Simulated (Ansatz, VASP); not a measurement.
**One calculation of NbAs, two programs**

```
Nb As
1.0
    -1.73158    1.73158    5.85940
     1.73158   -1.73158    5.85940
     1.73158    1.73158   -5.85940
Nb As
2 2
Direct
  0.75000 0.75000 0.00000
  0.50000 0.00000 0.50000
  0.16600 0.16600 0.00000
  0.91600 0.41600 0.50000
```

Change from the starting cell: volume scaled by 1.01, PAW files.

Alike in both runs: task electric field gradients; functional LDA; k mesh 15 × 15 × 15; occupations fermi-dirac, width 0.08 eV; no spin polarisation.

|  | VASP | Ansatz |
| --- | --- | --- |
| version | VASP 6.6.1 | Ansatz 0.2.0 |
| potentials or method | VASP PAW LDA potentials, release 64 (Nb_sv, As) | PAW with Ansatz's default frozen-core files, scalar-relativistic |
| plane-wave cutoff (eV) | 520 | 420 |
| valence electrons in the cell | 36 | 56 |

VASP gave:

```
pressure (GPa)                                                : -6.8
traceless stress, the component that is largest in VASP (GPa) : 1.07
rms of the force components (eV/Å)                            : 0.152
size of Vzz on the site where it differs most (V/Å²)          : 16.4
```

Estimate Ansatz's values.

pressure (GPa): -7.1; traceless stress, the component that is largest in VASP (GPa): 1.13; rms of the force components (eV/Å): 0.150; size of Vzz on the site where it differs most (V/Å²): 21.2.

LDA's correlation is that of Perdew and Zunger in VASP and of Perdew and Wang (1992) in Ansatz. Atom by atom the forces differ by 0.002 eV/Å (rms over components). VASP's potentials hold 36 valence electrons a cell and Ansatz's 56, so a difference there can come from the potentials and not from the codes.
